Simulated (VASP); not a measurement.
BaTe:

```xyz
2
Lattice="4.8360 0.0000 0.0000 -2.4180 4.1881 0.0000 0.0000 0.0000 4.7082" Properties=species:S:1:pos:R:3 pbc="T T T"
Ba    0.0000    2.7921    2.3541
Te    2.4180    1.3960    0.0000
```

The cell was built from a structure type or drawn by symmetry, and may not be a known phase.

```yaml
Program: VASP 6.6.1
Task: relaxation of cell and atoms
Functional: PBE
Potentials_or_basis: VASP PAW PBE potentials, release 64 (Ba_sv, Te)
Cutoff: 600 eV
k_mesh: 6 × 6 × 6
Occupations: gaussian, width 0.02 eV
Spin: no spin polarisation
```

At the start: pressure -1.8 GPa; volume 47.68 Å³/atom.

**Question.** How do energy, volume and symmetry change on relaxing?

**Answer.** Over 5 steps the energy falls by 38.1 meV/atom and the volume is 44.68 Å³/atom (-6.3 %); space group P-6m2 (No. 187, to 0.1 Å) before and after.

Step by step:
```csv
step,energy change (eV),largest force (eV/Å),pressure (GPa),volume (Å³)
1,0.0000,0.0000,-1.82,95.36
2,-0.0739,0.0000,0.37,87.99
3,-0.0741,0.0000,0.24,88.36
4,-0.0759,0.0000,0.07,89.04
5,-0.0761,0.0000,-0.01,89.37
```

Final structure:
```
CELL_PARAMETERS angstrom
4.82755 0.00000 0.00000
-2.41377 4.18078 0.00000
0.00000 0.00000 4.42794
ATOMIC_POSITIONS crystal
Ba 0.33333 0.66667 0.50000
Te 0.66667 0.33333 0.00000
```
